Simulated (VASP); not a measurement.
# O (Pm-3m) in VASP: a series of runs

The runs below take O through single point, relaxation of cell and atoms, with PBE.

Everything below comes from runs of VASP 6.6.1. Logs are shortened: lines on timing, memory, paths and dates and some standing lists are left out, and cuts for length are marked.

**1. The cell of the first run**

The structure is cubic, space group Pm-3m (No. 221). The conventional cell has a = 1.921 Å, b = 1.921 Å, c = 1.921 Å, α = 90.00°, β = 90.00°, γ = 90.00°. O (site symmetry m-3m) has 6 O at 1.92 Å within 2.5 Å.

**2. Single point, PBE**

File INCAR:

```
SYSTEM = O
PREC     = Accurate       ! precision mode
ENCUT    = 520            ! plane-wave cutoff, eV
EDIFF    = 1E-7           ! SCF threshold, eV
ISMEAR   = -1             ! smearing method
SIGMA    = 0.05           ! smearing width, eV
LREAL    = .FALSE.        ! projectors in reciprocal space
LASPH    = .TRUE.         ! aspherical terms in the spheres
NELM     = 60             ! most SCF steps
ALGO     = Normal         ! electronic algorithm
ISIF     = 2              ! what is computed and relaxed
LWAVE    = .FALSE.        ! write WAVECAR
LCHARG   = .TRUE.         ! write CHGCAR
GGA      = PE             ! functional
LELF     = .TRUE.         ! ELF
LVHAR    = .TRUE.       
NBANDS   = 9              ! bands
```

File KPOINTS:

```
Automatic mesh
0
G
  17 17 17
  0 0 0
```

File POSCAR:

```
O
1.0
    1.9211713954      0.0000000000      0.0000000000
    0.0000000000      1.9211713954      0.0000000000
    0.0000000000      0.0000000000      1.9211713954
O
1
Direct
    0.0000000000      0.0000000000      0.0000000000
```

Potentials or basis: VASP PAW PBE potentials, release 64 (O).

Run with:

```
cat potpaw_PBE.64/O/POTCAR > POTCAR
mpirun -np 1 vasp_std > vasp.out
```

OUTCAR:

```text
SYSTEM = O
   PREC = Accurate
   ENCUT = 520
   EDIFF = 1E-7
   ISMEAR = -1
   LREAL = .FALSE.
   LASPH = .TRUE.
   NELM = 60
   ISIF = 2
   GGA = PE

 ion  position               nearest neighbor table
   1  0.000  0.000  0.000-

  LATTYP: Found a simple cubic cell.
 ALAT       =     1.9211713954

  Lattice vectors:

 A1 = (   1.9211713954,   0.0000000000,   0.0000000000)
 A2 = (   0.0000000000,   1.9211713954,   0.0000000000)
 A3 = (   0.0000000000,   0.0000000000,   1.9211713954)

Analysis of symmetry for initial positions (statically):
=====================================================================
 Subroutine PRICEL returns:
 Original cell was already a primitive cell.

 Routine SETGRP: Setting up the symmetry group for a
 simple cubic supercell.

 Subroutine GETGRP returns: Found 48 space group operations
 (whereof 48 operations were pure point group operations)
 out of a pool of 48 trial point group operations.

The static configuration has the point symmetry O_h .

Analysis of symmetry for dynamics (positions and initial velocities):
=====================================================================
 Subroutine PRICEL returns:
 Original cell was already a primitive cell.

 Routine SETGRP: Setting up the symmetry group for a
 simple cubic supercell.

 Subroutine GETGRP returns: Found 48 space group operations
 (whereof 48 operations were pure point group operations)
 out of a pool of 48 trial point group operations.

The dynamic configuration has the point symmetry O_h .

 Subroutine INISYM returns: Found 48 space group operations
 (whereof 48 operations are pure point group operations),
 and found     1 'primitive' translations

----------------------------------------------------------------------------------------

                                     Primitive cell

  volume of cell :       7.0909

  direct lattice vectors                    reciprocal lattice vectors
     1.921171395  0.000000000  0.000000000     0.520515766  0.000000000  0.000000000
     0.000000000  1.921171395  0.000000000     0.000000000  0.520515766  0.000000000
     0.000000000  0.000000000  1.921171395     0.000000000  0.000000000  0.520515766

  length of vectors
     1.921171395  1.921171395  1.921171395     0.520515766  0.520515766  0.520515766

  position of ions in fractional coordinates (direct lattice)
     0.000000000  0.000000000  0.000000000

  ion indices of the primitive-cell ions
   primitive index   ion index
                 1           1

----------------------------------------------------------------------------------------

 KPOINTS: Automatic mesh

Automatic generation of k-mesh.
 Grid dimensions read from file:
 generate k-points for:   17   17   17

 Generating k-lattice:

  Cartesian coordinates                     Fractional coordinates (reciprocal lattice)
     0.030618574  0.000000000  0.000000000     0.058823529  0.000000000  0.000000000
     0.000000000  0.030618574  0.000000000     0.000000000  0.058823529  0.000000000
     0.000000000  0.000000000  0.030618574     0.000000000  0.000000000  0.058823529

  Length of vectors
     0.030618574  0.030618574  0.030618574

  Shift w.r.t. Gamma in fractional coordinates (k-lattice)
     0.000000000  0.000000000  0.000000000

 Subroutine IBZKPT returns following result:
 ===========================================

 Found    165 irreducible k-points:

 Following reciprocal coordinates:
            Coordinates               Weight
  0.000000  0.000000  0.000000      1.000000
  0.058824  0.000000  0.000000      6.000000
  0.117647  0.000000  0.000000      6.000000
  0.176471  0.000000  0.000000      6.000000
  0.235294  0.000000  0.000000      6.000000
  0.294118  0.000000  0.000000      6.000000
[... 16 lines left out ...]
  0.411765  0.117647  0.000000     24.000000
  0.470588  0.117647  0.000000     24.000000
 [... further k-points ...]
   k-points           NKPTS =    165   k-points in BZ     NKDIM =    165   number of bands    NBANDS=      9
   number of dos      NEDOS =    301   number of ions     NIONS =      1
   total plane-waves  NPLWV =   2744
   dimension x,y,z NGX =    14 NGY =   14 NGZ =   14
   dimension x,y,z NGXF=    28 NGYF=   28 NGZF=   28
   ions per type =               1
   NGX,Y,Z   is equivalent  to a cutoff of  12.11, 12.11, 12.11 a.u.
   NGXF,Y,Z  is equivalent  to a cutoff of  24.23, 24.23, 24.23 a.u.
 SYSTEM =  O
   PREC   = accura    normal or accurate (medium, high low for compatibility)
   ISTART =      0    job   : 0-new  1-cont  2-samecut
   ICHARG =      2    charge: 1-file 2-atom 10-const
   ISPIN  =      1    spin polarized calculation?
   LNONCOLLINEAR =      F non collinear calculations
   LSORBIT =      F    spin-orbit coupling
   LASPH  =      T    aspherical Exc in radial PAW
   ENCUT  =  520.0 eV  38.22 Ry    6.18 a.u.   3.57  3.57  3.57*2*pi/ulx,y,z
   NELM   =     60;   NELMIN=  2; NELMDL= -5     # of ELM steps
   EDIFF  = 0.1E-06   stopping-criterion for ELM
   LREAL  =      F    real-space projection
   EDIFFG = 0.1E-05   stopping-criterion for IOM
   NSW    =      0    number of steps for IOM
   IBRION =     -1    ionic relax: 0-MD 1-quasi-New 2-CG
   NFREE  =      0    steps in history (QN), initial steepest desc. (CG)
   ISIF   =      2    stress and relaxation
   ISYM   =      2    0-nonsym 1-usesym 2-fastsym
   POTIM  = 0.5000    time-step for ionic-motion
   TEBEG  =    0.0;   TEEND  =   0.0 temperature during run
   PSTRESS=    0.0 pullay stress
   NELECT =       6.0000    total number of electrons
   NUPDOWN=      -1.0000    fix difference up-down
   EMIN   =  10.00;   EMAX   =-10.00  energy-range for DOS
   EFERMI =   0.00;   METHOD = LEGACY
   ISMEAR =    -1;   SIGMA  =   0.05  broadening in eV -4-tet -1-fermi 0-gaus
   EFERMI_NEDOS =   21; number of points for ismear=-14 and -15
   IALGO  =     38    algorithm
   IMIX   =      4    mixing-type and parameters
     AMIX     =   0.40;   BMIX     =  1.00
     AMIX_MAG =   1.60;   BMIX_MAG =  1.00
  volume/ion in A,a.u.               =       7.09        47.85
  Fermi-wavevector in a.u.,A,eV,Ry     =   1.548433  2.926114 32.621945  2.397645
  Thomas-Fermi vector in A             =   2.653384
   LORBIT       =      0    0 simple, 1 ext, 2 COOP (PROOUT), +10 PAW based schemes
   GGA     = PE    functional components
   LHFCALC =     F    Hartree Fock is set to
   AEXX    =    0.0000 exact exchange contribution
   IVDW    =     0    specifies the selected vdW correction
   LEPSILON=     F    determine dielectric tensor
   LRPA    =     F    only Hartree local field effects (RPA)
 non-spin polarized calculation
  energy-cutoff  :      520.00
  volume of cell :        7.09
 maximum number of plane-waves:       197
   NGX =  7   NGY =  7   NGZ =  7

 number of electron       5.9999997 magnetization

 Free energy of the ion-electron system (eV)
  ---------------------------------------------------
  ext. energy  EPLUGINS =         0.00000000
  ---------------------------------------------------
  free energy    TOTEN  =        -3.05335019 eV

  energy without entropy =       -3.04797388  energy(sigma->0) =       -3.05066203

 E-fermi :   4.2042     XC(G=0): -12.5448

 val. band max:        4.1710568916   @ k =   0.3529   0.1765   0.1765
 cond. band min:       4.2309654902   @ k =   0.1176   0.1176   0.1176
 fundamental gap:      0.0599085986
 Fermi energy:         4.2042428986

 k-point     1 :       0.0000    0.0000    0.0000
  band No.  band energies     occupation
      1     -19.4115      2.00000
      2       5.4252      0.00000
      3       5.4252      0.00000
      4       5.4252      0.00000
      5      21.6126      0.00000
      6      32.0510      0.00000
      7      32.0510      0.00000
      8      51.5182      0.00000
      9      51.5182      0.00000

 k-point     2 :       0.0588    0.0000    0.0000
  band No.  band energies     occupation
      1     -19.3179      2.00000
      2       5.0109      0.00000
      3       5.4618      0.00000
      4       5.4618      0.00000
      5      21.7717      0.00000
      6      32.1787      0.00000
      7      32.3086      0.00000
      8      51.2231      0.00000
      9      51.2357      0.00000

 k-point     3 :       0.1176    0.0000    0.0000
  band No.  band energies     occupation
      1     -19.0400      2.00000
      2       3.8801      1.99694
      3       5.5673      0.00000
      4       5.5673      0.00000
      5      22.1993      0.00000
      6      32.5594      0.00000
      7      32.9449      0.00000
      8      50.3786      0.00000
      9      50.3786      0.00000

 k-point     4 :       0.1765    0.0000    0.0000
  band No.  band energies     occupation
      1     -18.5881      2.00000
      2       2.2802      2.00000
      3       5.7303      0.00000
      4       5.7303      0.00000
      5      22.8043      0.00000
      6      33.1867      0.00000
      7      33.6069      0.00000
      8      49.1258      0.00000
      9      49.1258      0.00000
[... 205 lines left out ...]
 k-point    22 :       0.3529    0.1176    0.0000
  band No.  band energies     occupation
      1     -16.1533      2.00000
      2      -2.7528      2.00000
      3       5.0722      0.00000
      4       6.4665      0.00000
      5      24.8078      0.00000
      6      33.2787      0.00000
      7      36.6437      0.00000
      8      42.8687      0.00000
      9      45.4935      0.00000

 k-point    23 :       0.4118    0.1176    0.0000
  band No.  band energies     occupation
      1     -15.4719      2.00000
      2      -4.0604      2.00000
      3       5.2765      0.00000
      4       6.6156      0.00000
      5      25.2361      0.00000
      6      32.6951      0.00000
      7      37.7834      0.00000
      8      41.5969      0.00000
      9      44.6820      0.00000

 k-point    24 :       0.4706    0.1176    0.0000
  band No.  band energies     occupation
      1     -15.0470      2.00000
      2      -4.8069      2.00000
      3       5.3889      0.00000
      4       6.6967      0.00000
      5      25.4848      0.00000
      6      32.3348      0.00000
      7      38.9873      0.00000
      8      40.3334      0.00000
      9      44.2524      0.00000

 [... further k-points ...]

------------------------ aborting loop because EDIFF is reached ----------------------------------------

  FORCE on cell =-STRESS in cart. coord.  units (eV):
  Direction    XX          YY          ZZ          XY          YZ          ZX
  --------------------------------------------------------------------------------------
  -------------------------------------------------------------------------------------
  Total        1.1414336      1.1414336      1.1414336      0.0000000      0.0000000     -0.0000000
  in kB      257.9068673    257.9068673    257.9068673      0.0000000      0.0000000     -0.0000000
  external PRESSURE =     257.9068673 kB  Pullay stress =       0.0000000 kB

 VOLUME and BASIS-vectors are now :
 -----------------------------------------------------------------------------
  energy-cutoff  :      520.00
  volume of cell :        7.09
      direct lattice vectors                 reciprocal lattice vectors
     1.921171395  0.000000000  0.000000000     0.520515766  0.000000000  0.000000000
     0.000000000  1.921171395  0.000000000     0.000000000  0.520515766  0.000000000
     0.000000000  0.000000000  1.921171395     0.000000000  0.000000000  0.520515766

 POSITION                                       TOTAL-FORCE (eV/Angst)
 -----------------------------------------------------------------------------------
      0.00000      0.00000      0.00000         0.000000      0.000000      0.000000
 -----------------------------------------------------------------------------------
    total drift:                               -0.000000     -0.000000     -0.000000

  FREE ENERGIE OF THE ION-ELECTRON SYSTEM (eV)
  ---------------------------------------------------
  free  energy   TOTEN  =        -3.0533501904 eV

  energy  without entropy=       -3.0479738779  energy(sigma->0) =       -3.05066203
```

Run time: 3.8 s. Hardware: 1 thread of Intel Xeon 6975P-C (Granite Rapids), shared host; peak memory 0.11 GiB.

Results:

```
Free energy            : -3.0534 eV
Pressure               : 25.8 GPa
Band gap on the k mesh : zero (band 3 reaches 6.58 eV, above the bottom of band 4 at 0.15 eV)
```

Levels at points of the mesh, in eV from the Fermi level:
| k point | band 1 | band 2 | band 3 | band 4 | band 5 | band 6 | band 7 | band 8 |
| --- | --- | --- | --- | --- | --- | --- | --- | --- |
| (0.00, 0.00, 0.00) | -23.62 | 1.22 | 1.22 | 1.22 | 17.41 | 27.85 | 27.85 | 47.31 |

(Continued in part 2 of 2.)
